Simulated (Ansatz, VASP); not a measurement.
# Two plane-wave programs on ZnS

INCAR

```
  PREC = Accurate
  ENCUT = 520
  EDIFF = 1E-6
  ISMEAR = 0
  SIGMA = 0.05
  LREAL = F
  LASPH = T
  NELM = 100
  ALGO = Normal
  ISIF = 2
  LWAVE = F
  LCHARG = T
  GGA = PE
  LELF = T
  LVHAR = T
  NBANDS = 16
```

File KPOINTS:

```
regular mesh
0
Gamma
  8 8 8
```

File POSCAR:

```
ZnS
1.0
    0.0000000000      2.6807405248      2.7215639846
    2.6807405248      0.0000000000      2.7215639846
    2.6807405248      2.6807405248      0.0000000000
Zn S
1 1
Direct
    0.0000000000      0.0000000000      0.0000000000
    0.7500000000      0.7500000000      0.7500000000
```

Input for Ansatz:

```yaml
crystal:
  lattice:
    - [0.0, 2.6807405248, 2.7215639846]
    - [2.6807405248, 0.0, 2.7215639846]
    - [2.6807405248, 2.6807405248, 0.0]
  atoms:
    - { symbol: Zn, position: [0.0, 0.0, 0.0] }
    - { symbol: S, position: [0.75, 0.75, 0.75] }
basis:
  ecutwfc: 420
kpoints:
  mp_grid: { grid: [8, 8, 8] }
hamiltonian:
  xc: pbe
scf:
  occupations: { method: gaussian, width: 0.05 }
output:
  forces: true
  stress: true
  eigenvalues: true
```

Change from the starting cell: strain -0.015 along x and y, +0.000 along z, atoms carried along.

Alike in both runs: task single point; functional PBE; k mesh 8 × 8 × 8; occupations gaussian, width 0.05 eV; no spin polarisation.

|  | VASP | Ansatz |
| --- | --- | --- |
| version | VASP 6.6.1 | Ansatz 0.2.0 |
| potentials or method | VASP PAW PBE potentials, release 64 (Zn, S), cutoff 520 eV | scalar-relativistic, plane waves, PAW |
| valence electrons in the cell | 18 | 18 |

|  | VASP | Ansatz | Ansatz less VASP |
| --- | --- | --- | --- |
| gap on the k mesh at the Fermi level (eV) | 2.13 | 2.13 | -0.006 |
| least direct gap on the mesh (eV) | 2.13 | 2.13 | -0.006 |
| pressure (GPa) | 2.4 | 2.3 | -0.17 |
| traceless stress, the component that is largest in VASP (GPa) | -0.41 | -0.42 | -0.005 |
